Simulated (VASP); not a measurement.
# Ba (Fm-3m) in VASP: a series of runs

Runs on Ba. Level: PBE. Tasks: single point.

All numbers are computed with VASP 6.6.1; they aren't measurements. Logs are shortened: lines on timing, memory, paths and dates and some standing lists are left out, and cuts for length are marked.

### Step 1. The cell of the first run

It takes space group Fm-3m (No. 225, cubic). Conventional cell: a = 5.363 Å, b = 5.363 Å, c = 5.363 Å, α = 90.00°, β = 90.00°, γ = 90.00°. Within 5.0 Å of Ba (site symmetry m-3m) lie 12 Ba at 3.79 Å.

### Step 2. Single point, PBE (volume scaled by 0.6)

File INCAR:

```
SYSTEM = Ba
PREC     = Accurate       ! precision mode
ENCUT    = 520            ! plane-wave cutoff, eV
EDIFF    = 1E-7           ! SCF threshold, eV
ISMEAR   = -1             ! smearing method
SIGMA    = 0.1            ! smearing width, eV
LREAL    = .False.        ! projectors in reciprocal space
LASPH    = .True.         ! aspherical terms in the spheres
NELM     = 80             ! most SCF steps
ALGO     = Normal         ! electronic algorithm
ISIF     = 2              ! what is computed and relaxed
LWAVE    = .False.        ! write WAVECAR
LCHARG   = .False.        ! write CHGCAR
GGA      = PE             ! functional
NBANDS   = 11             ! bands
```

File KPOINTS:

```
regular mesh
0
Gamma
  10 10 10
  0 0 0
```

File POSCAR:

```
Ba
1.0
    0.0000000000      2.6814676069      2.6814676069
    2.6814676069      0.0000000000      2.6814676069
    2.6814676069      2.6814676069      0.0000000000
Ba
1
Direct
    0.0000000000      0.0000000000      0.0000000000
```

Potentials or basis: VASP PAW PBE potentials, release 64 (Ba_sv).

Run with:

```console
> cat potpaw_PBE.64/Ba_sv/POTCAR > POTCAR
> mpirun -np 1 vasp_std > vasp.out
```

OUTCAR:

```text
SYSTEM = Ba
   PREC = Accurate
   ENCUT = 520
   EDIFF = 1E-7
   ISMEAR = -1
   LREAL = .False.
   LASPH = .True.
   NELM = 80
   ISIF = 2
   GGA = PE

 ion  position               nearest neighbor table
   1  0.000  0.000  0.000-

  LATTYP: Found a face centered cubic cell.
 ALAT       =     5.3629352138

  Lattice vectors:

 A1 = (   0.0000000000,   2.6814676069,   2.6814676069)
 A2 = (   2.6814676069,   0.0000000000,   2.6814676069)
 A3 = (   2.6814676069,   2.6814676069,   0.0000000000)

Analysis of symmetry for initial positions (statically):
=====================================================================
 Subroutine PRICEL returns:
 Original cell was already a primitive cell.

 Routine SETGRP: Setting up the symmetry group for a
 face centered cubic supercell.

 Subroutine GETGRP returns: Found 48 space group operations
[... 9 lines left out ...]

 Routine SETGRP: Setting up the symmetry group for a
 face centered cubic supercell.

 Subroutine GETGRP returns: Found 48 space group operations
[... 11 lines left out ...]
                                     Primitive cell

  volume of cell :      38.5609

  direct lattice vectors                    reciprocal lattice vectors
     0.000000000  2.681467607  2.681467607    -0.186465053  0.186465053  0.186465053
     2.681467607  0.000000000  2.681467607     0.186465053 -0.186465053  0.186465053
     2.681467607  2.681467607  0.000000000     0.186465053  0.186465053 -0.186465053

  length of vectors
     3.792167857  3.792167857  3.792167857     0.322966946  0.322966946  0.322966946

  position of ions in fractional coordinates (direct lattice)
     0.000000000  0.000000000  0.000000000

  ion indices of the primitive-cell ions
   primitive index   ion index
                 1           1

----------------------------------------------------------------------------------------

 KPOINTS: regular mesh

Automatic generation of k-mesh.
 Grid dimensions read from file:
 generate k-points for:   10   10   10

 Generating k-lattice:

  Cartesian coordinates                     Fractional coordinates (reciprocal lattice)
    -0.018646505  0.018646505  0.018646505     0.100000000  0.000000000  0.000000000
     0.018646505 -0.018646505  0.018646505     0.000000000  0.100000000  0.000000000
     0.018646505  0.018646505 -0.018646505     0.000000000  0.000000000  0.100000000

  Length of vectors
     0.032296695  0.032296695  0.032296695

[... 56 lines left out ...]
   NSW    =      0    number of steps for IOM
   IBRION =     -1    ionic relax: 0-MD 1-quasi-New 2-CG
   NFREE  =      0    steps in history (QN), initial steepest desc. (CG)
   ISIF   =      2    stress and relaxation
   ISYM   =      2    0-nonsym 1-usesym 2-fastsym
   POTIM  = 0.5000    time-step for ionic-motion
   TEBEG  =    0.0;   TEEND  =   0.0 temperature during run
   PSTRESS=    0.0 pullay stress
   NELECT =      10.0000    total number of electrons
   NUPDOWN=      -1.0000    fix difference up-down
   EMIN   =  10.00;   EMAX   =-10.00  energy-range for DOS
   EFERMI =   0.00;   METHOD = LEGACY
   ISMEAR =    -1;   SIGMA  =   0.10  broadening in eV -4-tet -1-fermi 0-gaus
   EFERMI_NEDOS =   21; number of points for ismear=-14 and -15
   IALGO  =     38    algorithm
   IMIX   =      4    mixing-type and parameters
     AMIX     =   0.40;   BMIX     =  1.00
     AMIX_MAG =   1.60;   BMIX_MAG =  1.00
  volume/ion in A,a.u.               =      38.56       260.22
  Fermi-wavevector in a.u.,A,eV,Ry     =   1.043980  1.972837 14.828918  1.089895
  Thomas-Fermi vector in A             =   2.178713
   LORBIT       =      0    0 simple, 1 ext, 2 COOP (PROOUT), +10 PAW based schemes
   GGA     = PE    functional components
   LHFCALC =     F    Hartree Fock is set to
   AEXX    =    0.0000 exact exchange contribution
   IVDW    =     0    specifies the selected vdW correction
   LEPSILON=     F    determine dielectric tensor
   LRPA    =     F    only Hartree local field effects (RPA)
 non-spin polarized calculation
  energy-cutoff  :      520.00
  volume of cell :       38.56
 maximum number of plane-waves:      1056
   NGX = 15   NGY = 15   NGZ = 15

 number of electron      10.0000000 magnetization

 number of electron       9.9999999 magnetization

 Free energy of the ion-electron system (eV)
  ---------------------------------------------------
  ext. energy  EPLUGINS =         0.00000000
  ---------------------------------------------------
  free energy    TOTEN  =        -1.44201139 eV

  energy without entropy =       -1.39932950  energy(sigma->0) =       -1.42067044

 E-fermi :   3.6696     XC(G=0):  -9.1705

 val. band max:        3.6489450728   @ k =  -0.4000   0.4000   0.0000
 cond. band min:       3.6896999737   @ k =  -0.3000   0.3000   0.0000
 fundamental gap:      0.0407549009
 Fermi energy:         3.6695704853

 k-point     1 :       0.0000    0.0000    0.0000
  band No.  band energies     occupation
      1     -24.7174      2.00000
      2      -8.9670      2.00000
      3      -8.9670      2.00000
      4      -8.9670      2.00000
      5       1.1109      2.00000
      6       5.9228      0.00000
      7       5.9228      0.00000
      8       5.9228      0.00000
      9       8.6360      0.00000
     10       8.6360      0.00000
     11      10.8368      0.00000
[... 309 lines left out ...]
 k-point    24 :       0.4000    0.3000    0.0000
  band No.  band energies     occupation
      1     -24.4048      2.00000
      2     -10.4362      2.00000
      3      -9.5623      2.00000
      4      -9.4902      2.00000
      5       2.7802      1.99973
      6       3.4009      1.87243
      7       6.6181      0.00000
      8       8.4847      0.00000
      9       9.6005      0.00000
     10      10.6777      0.00000
     11      14.6733      0.00000

 [... further k-points ...]

------------------------ aborting loop because EDIFF is reached ----------------------------------------

  FORCE on cell =-STRESS in cart. coord.  units (eV):
  Direction    XX          YY          ZZ          XY          YZ          ZX
  --------------------------------------------------------------------------------------
  -------------------------------------------------------------------------------------
  Total        1.9691090      1.9691090      1.9691090      0.0000000     -0.0000000      0.0000000
  in kB       81.8149514     81.8149514     81.8149514      0.0000000     -0.0000000      0.0000000
  external PRESSURE =      81.8149514 kB  Pullay stress =       0.0000000 kB

 VOLUME and BASIS-vectors are now :
 -----------------------------------------------------------------------------
  energy-cutoff  :      520.00
  volume of cell :       38.56
      direct lattice vectors                 reciprocal lattice vectors
     0.000000000  2.681467607  2.681467607    -0.186465053  0.186465053  0.186465053
     2.681467607  0.000000000  2.681467607     0.186465053 -0.186465053  0.186465053
     2.681467607  2.681467607  0.000000000     0.186465053  0.186465053 -0.186465053

 POSITION                                       TOTAL-FORCE (eV/Angst)
 -----------------------------------------------------------------------------------
      0.00000      0.00000      0.00000         0.000000      0.000000      0.000000
 -----------------------------------------------------------------------------------
    total drift:                                0.000000     -0.000000      0.000000

  FREE ENERGIE OF THE ION-ELECTRON SYSTEM (eV)
  ---------------------------------------------------
  free  energy   TOTEN  =        -1.4420113932 eV

  energy  without entropy=       -1.3993294961  energy(sigma->0) =       -1.42067044
```

OSZICAR:

```text
N       E                     dE             d eps       ncg     rms          rms(c)
DAV:   1     0.494204753674E+02    0.49420E+02   -0.48152E+03  1034   0.804E+02
DAV:   2     0.399060228935E+00   -0.49021E+02   -0.47302E+02  1238   0.151E+02
DAV:   3    -0.145783884583E+01   -0.18569E+01   -0.18424E+01  1371   0.275E+01
DAV:   4    -0.149111184376E+01   -0.33273E-01   -0.33233E-01  1220   0.356E+00
DAV:   5    -0.149211651499E+01   -0.10047E-02   -0.10046E-02  1320   0.465E-01    0.394E+00
DAV:   6    -0.145647568232E+01    0.35641E-01   -0.34896E-02  1233   0.127E+00    0.219E+00
DAV:   7    -0.144208529964E+01    0.14390E-01   -0.40619E-02  1489   0.136E+00    0.170E-01
DAV:   8    -0.144201241575E+01    0.72884E-04   -0.87691E-04  1170   0.222E-01    0.240E-02
DAV:   9    -0.144201222122E+01    0.19453E-06   -0.14965E-05  1247   0.291E-02    0.848E-03
DAV:  10    -0.144201144814E+01    0.77308E-06   -0.14643E-06  1257   0.100E-02    0.496E-04
DAV:  11    -0.144201139322E+01    0.54926E-07   -0.19903E-08   744   0.125E-03
   1 F= -.14420114E+01 E0= -.14206704E+01  d E =-.426819E-01
```

Wall time 7.8 s (1 thread of Intel Xeon 6975P-C (Granite Rapids), shared host); peak memory 0.16 GiB.

What came out:

- Free energy: -1.4420 eV
- Pressure: 8.2 GPa
- Band gap on the k mesh: zero (band 5 reaches 4.17 eV, above the bottom of band 6 at 2.79 eV)

Caveat: spin-orbit coupling is left out, which moves the levels of the heavy elements.

### Step 3. Single point, PBE (volume scaled by 0.68)

File INCAR:

```
SYSTEM = Ba
  PREC = Accurate
  ENCUT = 520
  EDIFF = 1E-6
  ISMEAR = -1
  SIGMA = 0.1
  LREAL = .FALSE.
  LASPH = .TRUE.
  NELM = 80
  ALGO = Normal
  ISIF = 2
  LWAVE = .FALSE.
  LCHARG = .FALSE.
  GGA = PE
  NBANDS = 11
```

File KPOINTS:

```
regular mesh
0
G
  10 10 10
  0 0 0
```

File POSCAR:

```
Ba
1.0
    0.0000000000      2.7957077842      2.7957077842
    2.7957077842      0.0000000000      2.7957077842
    2.7957077842      2.7957077842      0.0000000000
Ba
1
Direct
    0.0000000000      0.0000000000      0.0000000000
```

Potentials or basis: VASP PAW PBE potentials, release 64 (Ba_sv).

Run with:

```console
> cat potpaw_PBE.64/Ba_sv/POTCAR > POTCAR
> mpirun -np 1 vasp_std > vasp.out
```

Wall time 8.8 s (1 thread of Intel Xeon 6975P-C (Granite Rapids), shared host); peak memory 0.18 GiB.

Results (log left out):

```yaml
Free_energy: -1.6517 eV
Pressure: 5.1 GPa
Band_gap_on_the_k_mesh: zero (band 5 reaches 3.35 eV, above the bottom of band 6 at 2.44 eV)
```

Levels at points of the mesh, in eV from the Fermi level:
```tsv
k point	band 1	band 2	band 3	band 4	band 5	band 6	band 7	band 8	band 9	band 10
(0.00, 0.00, 0.00)	-28.43	-12.97	-12.97	-12.97	-2.74	2.14	2.14	2.14	4.51	4.51
(0.50, 0.00, 0.00)	-28.24	-14.34	-13.14	-13.14	-1.11	1.90	1.90	2.58	6.38	6.38
(0.50, 0.50, 0.00)	-28.18	-14.24	-13.45	-13.45	-1.36	-0.64	4.09	6.43	6.99	6.99
```

Caveat: spin-orbit coupling is left out, which moves the levels of the heavy elements.

### Step 4. Single point, PBE (volume scaled by 0.68)

File INCAR:

```
PREC = Accurate
ENCUT = 520
EDIFF = 1E-6
ISMEAR = -1
SIGMA = 0.1
LREAL = F
LASPH = T
NELM = 80
ALGO = Normal
ISIF = 2
LWAVE = F
LCHARG = F
GGA = PE
NBANDS = 11
```

File KPOINTS:

```
regular mesh
0
Gamma
  10 10 10
```

POSCAR is that of step 3.

Run with:

```console
> cat potpaw_PBE.64/Ba_sv/POTCAR > POTCAR
> mpirun -np 1 vasp_std > vasp.out
```

Wall time 8.8 s (1 thread of Intel Xeon 6975P-C (Granite Rapids), shared host); peak memory 0.18 GiB.

The run converged. Its results:

```yaml
Free_energy: -1.6517 eV
Pressure: 5.1 GPa
Band_gap_on_the_k_mesh: zero (band 5 reaches 3.35 eV, above the bottom of band 6 at 2.44 eV)
```

Levels at points of the mesh, in eV from the Fermi level:
| k point | band 1 | band 2 | band 3 | band 4 | band 5 | band 6 | band 7 | band 8 | band 9 | band 10 |
| --- | --- | --- | --- | --- | --- | --- | --- | --- | --- | --- |
| (0.00, 0.00, 0.00) | -28.43 | -12.97 | -12.97 | -12.97 | -2.74 | 2.14 | 2.14 | 2.14 | 4.51 | 4.51 |
| (0.50, 0.00, 0.00) | -28.24 | -14.34 | -13.14 | -13.14 | -1.11 | 1.90 | 1.90 | 2.58 | 6.38 | 6.38 |
| (0.50, 0.50, 0.00) | -28.18 | -14.24 | -13.45 | -13.45 | -1.36 | -0.64 | 4.09 | 6.43 | 6.99 | 6.99 |

Caveat: spin-orbit coupling is left out, which moves the levels of the heavy elements.

### Step 5. Single point, PBE (volume scaled by 0.76)

File INCAR:

```
ALGO = Normal ; EDIFF = 1E-6
ENCUT = 520 ; GGA = PE
ISIF = 2 ; ISMEAR = -1
LASPH = T ; LCHARG = T
LELF = T ; LREAL = F
LVHAR = T ; LWAVE = F
NBANDS = 11 ; NELM = 100
PREC = Accurate ; SIGMA = 0.1
```

File KPOINTS:

```
k-points
0
Gamma
  10 10 10
```

File POSCAR:

```
Ba
1.0
    0.0000000000      2.9013046598      2.9013046598
    2.9013046598      0.0000000000      2.9013046598
    2.9013046598      2.9013046598      0.0000000000
Ba
1
Direct
    0.0000000000      0.0000000000      0.0000000000
```

Run with:

```console
> cat potpaw_PBE.64/Ba_sv/POTCAR > POTCAR
> mpirun -np 1 vasp_std > vasp.out
```

Run time: 8.4 s. Hardware: 1 thread of Intel Xeon 6975P-C (Granite Rapids), shared host; peak memory 0.18 GiB.

Results (log left out):

```yaml
Free_energy: -1.7839 eV
Pressure: 3.2 GPa
Band_gap_on_the_k_mesh: zero (band 5 reaches 2.80 eV, above the bottom of band 6 at 2.15 eV)
```

Levels at points of the mesh, in eV from the Fermi level:
```tsv
k point	band 1	band 2	band 3	band 4	band 5	band 6	band 7	band 8	band 9	band 10
(0.00, 0.00, 0.00)	-28.52	-13.25	-13.25	-13.25	-2.81	2.03	2.03	2.03	4.13	4.13
(0.50, 0.00, 0.00)	-28.40	-14.25	-13.37	-13.37	-1.06	1.83	1.83	2.01	5.76	5.76
(0.50, 0.50, 0.00)	-28.37	-14.18	-13.60	-13.60	-1.17	-0.47	3.34	5.80	6.28	6.28
```

Caveat: spin-orbit coupling is left out, which moves the levels of the heavy elements.

### Step 6. The runs side by side

| cell | gap on the mesh (eV) | pressure (GPa) |
| --- | --- | --- |
| a = 3.792 Å, angles 60.0°, 1 atom | none | 8.2 |
| a = 3.954 Å, angles 60.0°, 1 atom | none | 5.1 |
| a = 4.103 Å, angles 60.0°, 1 atom | none | 3.2 |

Alike in all rows: task single point; level PBE; potentials or basis VASP PAW PBE potentials, release 64 (Ba_sv); no spin polarisation; k mesh 10 × 10 × 10; cutoff (eV) 520; smearing fermi-dirac 0.1 eV.

Caveats: spin-orbit coupling is left out, which moves the levels of the heavy elements.

Total energies depend on the potentials used, so only differences within one code and one set of settings carry meaning.
